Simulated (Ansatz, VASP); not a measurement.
## Two plane-wave programs on GaN

```
CELL_PARAMETERS angstrom
0.00000 2.25350 2.25350
2.25350 0.00000 2.25350
2.25350 2.25350 0.00000
ATOMIC_POSITIONS crystal
Ga 0.00000 0.00000 0.00000
N 0.75000 0.75000 0.75000
```

Alike in both runs: task single point; functional PBEsol; k mesh 6 × 6 × 6; occupations gaussian, width 0.1 eV; no spin polarisation.

|  | VASP | Ansatz |
| --- | --- | --- |
| version | VASP 6.6.1 | Ansatz 0.2.0 |
| potentials or method | VASP PAW PBE potentials, release 64 (Ga_d, N), cutoff 600 eV | scalar-relativistic, plane waves, PAW |
| valence electrons in the cell | 18 | 18 |

```tsv
	VASP	Ansatz	Ansatz less VASP
gap on the k mesh at the Fermi level (eV)	1.68	1.66	-0.018
least direct gap on the mesh (eV)	1.68	1.66	-0.018
pressure (GPa)	-1.5	-1.2	+0.38
```

VASP's potentials were made for PBE, not for PBEsol. With one functional, cell and mesh, what is left measures potentials, basis and numerics.
